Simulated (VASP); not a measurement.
# Ag12Cl in VASP: a series of runs

The runs below take Ag12Cl through single point, with PBE+D3(BJ).

Program: VASP 6.6.1. These are calculated values, not measurements. Logs are shortened: lines on timing, memory, paths and dates and some standing lists are left out, and cuts for length are marked.

### Step 1. The cell of the first run

The cell holds a slab with vacuum, 13 atoms: a = 5.784 Å, b = 5.784 Å, c = 17.723 Å, α = 90.00°, β = 90.00°, γ = 60.00°.

### Step 2. Single point, PBE+D3(BJ)

INCAR reads:

```
SYSTEM = Ag12Cl
  PREC = Accurate
  ENCUT = 520
  EDIFF = 1E-6
  ISMEAR = -1
  SIGMA = 0.15
  LREAL = .False.
  LASPH = .True.
  NELM = 100
  ALGO = Normal
  ISIF = 2
  LWAVE = .False.
  LCHARG = .False.
  GGA = PE
  IVDW = 12
  NBANDS = 82
```

KPOINTS reads:

```
regular mesh
0
Gamma
  3 3 1
  0 0 0
```

POSCAR reads:

```
Ag12Cl
1.0
    5.7841330000      0.0000000000      0.0000000000
    2.8920670000      5.0092070000      0.0000000000
    0.0000000000      0.0000000000     17.7227250000
Ag Cl
12 1
Direct
    0.1666576930      0.1666730882      0.0564247315
    0.6666634847      0.1666730882      0.0564247315
    0.1666695393      0.6666723895      0.0564247315
    0.6666580424      0.6666723895      0.0564247315
   -0.1193530695      0.4656026393      0.2206545551
    0.4337777982      0.4989412496      0.1937173883
   -0.0202430308      0.9507692535      0.2271659691
    0.4076581469      1.0231958871      0.2181831519
    0.1979070097      0.0479517017      0.3546181527
    0.7151066297      0.0221392328      0.3494270774
    0.1592745651      0.4943297412      0.3253224321
    0.6991464997      0.5524227687      0.3599220774
    1.4969425143      0.4551019752      0.4720605889
```

Potentials or basis: VASP PAW PBE potentials, release 64 (Ag, Cl).

Launch:

```
$ cat potpaw_PBE.64/Ag/POTCAR potpaw_PBE.64/Cl/POTCAR > POTCAR
$ mpirun -np 1 vasp_std > vasp.out
```

OUTCAR:

```text
SYSTEM = Ag12Cl
   PREC = Accurate
   ENCUT = 520
   EDIFF = 1E-6
   ISMEAR = -1
   LREAL = .False.
   LASPH = .True.
   NELM = 100
   ISIF = 2
   GGA = PE
   IVDW = 12
 IVDW          = 12

 ion  position               nearest neighbor table
   1  0.167  0.167  0.056-   2 2.89   3 2.89   4 2.89   4 2.89   3 2.89   2 2.89   8 3.11   5 3.37

   2  0.667  0.167  0.056-   1 2.89   3 2.89   4 2.89   3 2.89   4 2.89   1 2.89   6 2.97   7 3.43
                             8 3.52
   3  0.167  0.667  0.056-   6 2.78   4 2.89   1 2.89   2 2.89   2 2.89   1 2.89   4 2.89   7 3.35

   4  0.667  0.667  0.056-   3 2.89   2 2.89   1 2.89   1 2.89   2 2.89   3 2.89   5 3.15   6 3.16
                             8 3.41
   5  0.881  0.466  0.221-  11 2.52   6 2.54  12 2.63   7 2.74   8 2.84   8 3.01   7 3.13   4 3.15
                             9 3.23   6 3.33   1 3.37
   6  0.434  0.499  0.194-   5 2.54   7 2.69   3 2.78  11 2.83   8 2.86   2 2.97   8 2.99   4 3.16
                             7 3.22   5 3.33  12 3.41
   7  0.980  0.951  0.227-  10 2.56   6 2.69   8 2.71   5 2.74   9 2.78  11 2.89   8 3.12   5 3.13
                             6 3.22   3 3.35   2 3.43
   8  0.408  0.023  0.218-   9 2.68   7 2.71   5 2.84   6 2.86  10 2.93   6 2.99   5 3.01  11 3.03
                             1 3.11   7 3.12   4 3.41  12 3.46   2 3.52
   9  0.198  0.048  0.355-  11 2.53   8 2.68   7 2.78  10 2.87  12 2.88  12 2.90  10 2.92   5 3.23
                            11 3.36
  10  0.715  0.022  0.349-   7 2.56  12 2.77   9 2.87  11 2.87   9 2.92   8 2.93  12 3.03  11 3.03
                            13 3.07
  11  0.159  0.494  0.325-   5 2.52   9 2.53  12 2.58   6 2.83  10 2.87   7 2.89   8 3.03  10 3.03
                             9 3.36  12 3.36
  12  0.699  0.552  0.360-  13 2.51  11 2.58   5 2.63  10 2.77   9 2.88   9 2.90  10 3.03  11 3.36
                             6 3.41   8 3.46
  13  0.497  0.455  0.472-  12 2.51  10 3.07

  LATTYP: Found a hexagonal cell.
 ALAT       =     5.7841340148
 C/A-ratio  =     3.0640239238

  Lattice vectors:

 A1 = (  -2.8920670000,  -5.0092070000,   0.0000000000)
 A2 = (   5.7841330000,   0.0000000000,   0.0000000000)
 A3 = (   0.0000000000,   0.0000000000,  17.7227250000)

Analysis of symmetry for initial positions (statically):
=====================================================================
 Subroutine PRICEL returns:
 Original cell was already a primitive cell.

 Routine SETGRP: Setting up the symmetry group for a
 hexagonal supercell.

 Subroutine GETGRP returns: Found  1 space group operations
 (whereof  1 operations were pure point group operations)
 out of a pool of 24 trial point group operations.

The static configuration has the point symmetry C_1 .

Analysis of symmetry for dynamics (positions and initial velocities):
=====================================================================
 Subroutine PRICEL returns:
 Original cell was already a primitive cell.

 Routine SETGRP: Setting up the symmetry group for a
 hexagonal supercell.

 Subroutine GETGRP returns: Found  1 space group operations
 (whereof  1 operations were pure point group operations)
 out of a pool of 24 trial point group operations.

The dynamic configuration has the point symmetry C_1 .

 Subroutine INISYM returns: Found  1 space group operations
 (whereof  1 operations are pure point group operations),
 and found     1 'primitive' translations

----------------------------------------------------------------------------------------

                                     Primitive cell

  volume of cell :     513.4968

  direct lattice vectors                    reciprocal lattice vectors
     5.784133000  0.000000000  0.000000000     0.172886758 -0.099816216  0.000000000
     2.892067000  5.009207000  0.000000000     0.000000000  0.199632397  0.000000000
     0.000000000  0.000000000 17.722725000     0.000000000  0.000000000  0.056424732

  length of vectors
     5.784133000  5.784134015 17.722725000     0.199632432  0.199632397  0.056424732

  position of ions in fractional coordinates (direct lattice)
     0.166657693  0.166673088  0.056424732
     0.666663485  0.166673088  0.056424732
     0.166669539  0.666672390  0.056424732
     0.666658042  0.666672390  0.056424732
     0.880646930  0.465602639  0.220654555
     0.433777798  0.498941250  0.193717388
     0.979756969  0.950769253  0.227165969
     0.407658147  0.023195887  0.218183152
     0.197907010  0.047951702  0.354618153
     0.715106630  0.022139233  0.349427077
     0.159274565  0.494329741  0.325322432
     0.699146500  0.552422769  0.359922077
     0.496942514  0.455101975  0.472060589

  ion indices of the primitive-cell ions
   primitive index   ion index
                 1           1
                 2           2
                 3           3
                 4           4
                 5           5
                 6           6
                 7           7
                 8           8
                 9           9
                10          10
                11          11
                12          12
                13          13

----------------------------------------------------------------------------------------

 KPOINTS: regular mesh

Automatic generation of k-mesh.
 Grid dimensions read from file:
 generate k-points for:    3    3    1

 Generating k-lattice:

  Cartesian coordinates                     Fractional coordinates (reciprocal lattice)
     0.057628919 -0.033272072  0.000000000     0.333333333  0.000000000  0.000000000
     0.000000000  0.066544132  0.000000000     0.000000000  0.333333333  0.000000000
     0.000000000  0.000000000  0.056424732     0.000000000  0.000000000  1.000000000

  Length of vectors
     0.066544144  0.066544132  0.056424732

  Shift w.r.t. Gamma in fractional coordinates (k-lattice)
     0.000000000  0.000000000  0.000000000

 Subroutine IBZKPT returns following result:
 ===========================================

 Found      5 irreducible k-points:

 Following reciprocal coordinates:
            Coordinates               Weight
  0.000000  0.000000  0.000000      1.000000
  0.333333  0.000000  0.000000      2.000000
  0.333333  0.333333  0.000000      2.000000
  0.000000  0.333333  0.000000      2.000000
 -0.333333  0.333333  0.000000      2.000000
   k-points           NKPTS =      5   k-points in BZ     NKDIM =      5   number of bands    NBANDS=     82
   number of dos      NEDOS =    301   number of ions     NIONS =     13
   total plane-waves  NPLWV = 322560
   dimension x,y,z NGX =    48 NGY =   48 NGZ =  140
   dimension x,y,z NGXF=    96 NGYF=   96 NGZF=  280
   ions per type =              12   1
   NGX,Y,Z   is equivalent  to a cutoff of  13.80, 13.80, 13.13 a.u.
   NGXF,Y,Z  is equivalent  to a cutoff of  27.59, 27.59, 26.27 a.u.
 SYSTEM =  Ag12Cl
   PREC   = accura    normal or accurate (medium, high low for compatibility)
   ISTART =      0    job   : 0-new  1-cont  2-samecut
   ICHARG =      2    charge: 1-file 2-atom 10-const
   ISPIN  =      1    spin polarized calculation?
   LNONCOLLINEAR =      F non collinear calculations
   LSORBIT =      F    spin-orbit coupling
   LASPH  =      T    aspherical Exc in radial PAW
   ENCUT  =  520.0 eV  38.22 Ry    6.18 a.u.  10.75 10.75 32.95*2*pi/ulx,y,z
   NELM   =    100;   NELMIN=  2; NELMDL= -5     # of ELM steps
   EDIFF  = 0.1E-05   stopping-criterion for ELM
   LREAL  =      F    real-space projection
   EDIFFG = 0.1E-04   stopping-criterion for IOM
   NSW    =      0    number of steps for IOM
   IBRION =     -1    ionic relax: 0-MD 1-quasi-New 2-CG
   NFREE  =      0    steps in history (QN), initial steepest desc. (CG)
   ISIF   =      2    stress and relaxation
   ISYM   =      2    0-nonsym 1-usesym 2-fastsym
   POTIM  = 0.5000    time-step for ionic-motion
   TEBEG  =    0.0;   TEEND  =   0.0 temperature during run
   PSTRESS=    0.0 pullay stress
   NELECT =     139.0000    total number of electrons
   NUPDOWN=      -1.0000    fix difference up-down
   EMIN   =  10.00;   EMAX   =-10.00  energy-range for DOS
   EFERMI =   0.00;   METHOD = LEGACY
   ISMEAR =    -1;   SIGMA  =   0.15  broadening in eV -4-tet -1-fermi 0-gaus
   EFERMI_NEDOS =   21; number of points for ismear=-14 and -15
   IALGO  =     38    algorithm
   IMIX   =      4    mixing-type and parameters
     AMIX     =   0.40;   BMIX     =  1.00
     AMIX_MAG =   1.60;   BMIX_MAG =  1.00
  volume/ion in A,a.u.               =      39.50       266.56
  Fermi-wavevector in a.u.,A,eV,Ry     =   1.059011  2.001241 15.258995  1.121505
  Thomas-Fermi vector in A             =   2.194341
   LORBIT       =      0    0 simple, 1 ext, 2 COOP (PROOUT), +10 PAW based schemes
   GGA     = PE    functional components
   LHFCALC =     F    Hartree Fock is set to
   AEXX    =    0.0000 exact exchange contribution
   IVDW    =    12    specifies the selected vdW correction
   LEPSILON=     F    determine dielectric tensor
   LRPA    =     F    only Hartree local field effects (RPA)
 non-spin polarized calculation
  energy-cutoff  :      520.00
  volume of cell :      513.50
 maximum number of plane-waves:     13841
 NGX is ok and might be reduce to    48
   NGX = 21   NGY = 21   NGZ = 65

 number of electron     138.9999994 magnetization

 Free energy of the ion-electron system (eV)
  ---------------------------------------------------
  ext. energy  EPLUGINS =         0.00000000
  ---------------------------------------------------
  free energy    TOTEN  =       -31.15971515 eV

  energy without entropy =      -30.84874213  energy(sigma->0) =      -31.00422864

 E-fermi :   0.6355     XC(G=0):  -6.3237

 val. band max:        0.6205174804   @ k =   0.3333   0.0000   0.0000
 cond. band min:       0.6442858525   @ k =   0.0000   0.3333   0.0000
 fundamental gap:      0.0237683721
 Fermi energy:         0.6354941293

 k-point     1 :       0.0000    0.0000    0.0000
  band No.  band energies     occupation
      1     -13.7123      2.00000
      2      -6.3216      2.00000
      3      -5.6643      2.00000
      4      -5.6272      2.00000
      5      -5.5439      2.00000
      6      -5.5153      2.00000
[... 73 lines left out ...]
     80       4.6813      0.00000
     81       4.9795      0.00000

 k-point     2 :       0.3333    0.0000    0.0000
  band No.  band energies     occupation
      1     -13.7087      2.00000
      2      -5.7445      2.00000
      3      -5.5092      2.00000
      4      -5.4399      2.00000
      5      -5.3389      2.00000
      6      -5.3051      2.00000
[... 73 lines left out ...]
     80       5.3982      0.00000
     81       5.4965      0.00000

 k-point     3 :       0.3333    0.3333    0.0000
  band No.  band energies     occupation
      1     -13.7083      2.00000
      2      -5.7795      2.00000
      3      -5.5246      2.00000
      4      -5.4766      2.00000
      5      -5.3900      2.00000
      6      -5.2572      2.00000
[... 73 lines left out ...]
     80       5.4227      0.00000
     81       5.6029      0.00000

 k-point     4 :       0.0000    0.3333    0.0000
  band No.  band energies     occupation
      1     -13.7087      2.00000
      2      -5.7693      2.00000
      3      -5.5654      2.00000
      4      -5.5097      2.00000
      5      -5.4225      2.00000
      6      -5.2660      2.00000
[... 73 lines left out ...]
     80       5.4461      0.00000
     81       5.6426      0.00000

 k-point     5 :      -0.3333    0.3333    0.0000
  band No.  band energies     occupation
      1     -13.7067      2.00000
      2      -5.5387      2.00000
      3      -5.3951      2.00000
      4      -5.3142      2.00000
      5      -5.1767      2.00000
      6      -5.1397      2.00000
[... 73 lines left out ...]
     80       5.6068      0.00000
     81       5.9458      0.00000
 [bands above 81 left out]

------------------------ aborting loop because EDIFF is reached ----------------------------------------

 Edisp (eV)   -4.88849

 E8    (eV) :    -2.2006

  FORCE on cell =-STRESS in cart. coord.  units (eV):
  Direction    XX          YY          ZZ          XY          YZ          ZX
  --------------------------------------------------------------------------------------
  -------------------------------------------------------------------------------------
  Total       1.41570    -4.78490    -0.14114     0.25475     0.20212    -0.91608
  in kB       4.41718   -14.92951    -0.44038     0.79487     0.63063    -2.85829
  external pressure =       -3.65 kB  Pullay stress =        0.00 kB

 VOLUME and BASIS-vectors are now :
 -----------------------------------------------------------------------------
  energy-cutoff  :      520.00
  volume of cell :      513.50
      direct lattice vectors                 reciprocal lattice vectors
     5.784133000  0.000000000  0.000000000     0.172886758 -0.099816216  0.000000000
     2.892067000  5.009207000  0.000000000     0.000000000  0.199632397  0.000000000
     0.000000000  0.000000000 17.722725000     0.000000000  0.000000000  0.056424732

 POSITION                                       TOTAL-FORCE (eV/Angst)
 -----------------------------------------------------------------------------------
      1.44600      0.83490      1.00000        -0.003091      0.027333      0.487470
      4.33810      0.83490      1.00000        -0.006498     -0.086233      0.399686
      2.89210      3.33950      1.00000        -0.191614      0.133521      0.090890
      5.78410      3.33950      1.00000         0.021012      0.017894      0.469919
      6.44033      2.33230      3.91060         0.601439      0.344661     -1.697698
      3.95200      2.49930      3.43320        -0.676708     -0.482587     -0.383429
      8.41673      4.76260      4.02600        -0.655250     -0.066433     -1.301256
      2.42503      0.11619      3.86680         0.890025     -0.325977     -0.713366
      1.28340      0.24020      6.28480        -0.671316     -1.308117      0.838930
      4.20030      0.11090      6.19280        -0.513271      0.687301      0.898965
      2.35090      2.47620      5.76560         2.773133      1.161379      0.823152
      5.64160      2.76720      6.37880        -1.487667     -0.036934      0.844091
      4.19057      2.27970      8.36620        -0.080195     -0.065810     -0.757353
 -----------------------------------------------------------------------------------
    total drift:                                0.000067     -0.000046     -0.002159

  FREE ENERGIE OF THE ION-ELECTRON SYSTEM (eV)
  ---------------------------------------------------
  free  energy   TOTEN  =       -36.0482027440 eV

  energy  without entropy=      -35.7372297234  energy(sigma->0) =      -35.89271623
```

Run time: 9.1 min. Hardware: 1 thread of Intel Xeon Platinum 8488C (Sapphire Rapids), shared host; peak memory 0.7 GiB.

What came out:

```yaml
Free_energy: -36.0482 eV
Largest_force: 3.117 eV/Å
Band_gap_on_the_k_mesh: zero (an odd number of electrons rules out a gap without spin polarisation)
Dispersion_energy_per_atom: -0.376 eV
```

Forces on the atoms (eV/Å):
```
Ag  -0.003  0.027  0.487
Ag  -0.006 -0.086  0.400
Ag  -0.192  0.134  0.091
Ag   0.021  0.018  0.470
Ag   0.601  0.345 -1.698
Ag  -0.677 -0.483 -0.383
Ag  -0.655 -0.066 -1.301
Ag   0.890 -0.326 -0.713
Ag  -0.671 -1.308  0.839
Ag  -0.513  0.687  0.899
Ag   2.773  1.161  0.823
Ag  -1.488 -0.037  0.844
Cl  -0.080 -0.066 -0.757
```

Caveat: the k points lie up to 0.42 Å⁻¹ apart, too coarse for converged energies and pressures of a metal; the atoms stand as in a frame of molecular dynamics; an odd number of electrons without spin polarisation forces a metal; a magnetic or distorted state may lie lower.

(Continued in part 2 of 2.)
